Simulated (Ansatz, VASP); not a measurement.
One calculation of ZnSe, two programs

```
Zn Se
1.0
     0.00000    2.83380    2.83380
     2.83380    0.00000    2.83380
     2.83380    2.83380    0.00000
Zn Se
1 1
Direct
  0.00000 0.00000 0.00000
  0.75000 0.75000 0.75000
```

Alike in both runs: task single point; functional PBE; k mesh 6 × 6 × 6; no spin polarisation.

|  | VASP | Ansatz |
| --- | --- | --- |
| version | VASP 6.6.1 | Ansatz 0.2.0 |
| potentials or method | VASP PAW PBE potentials, release 64 (Zn, Se) | plane waves, PAW |
| plane-wave cutoff (eV) | 500 | 420 |
| occupations | methfessel-paxton of order 1, width 0.05 eV | cold, width 0.05 eV |
| valence electrons in the cell | 18 | 28 |

|  | VASP | Ansatz | Ansatz less VASP |
| --- | --- | --- | --- |
| gap on the k mesh at the Fermi level (eV) | 1.29 | 1.29 | -0.002 |

VASP's potentials hold 18 valence electrons a cell and Ansatz's 28, so a difference there can come from the potentials and not from the codes.
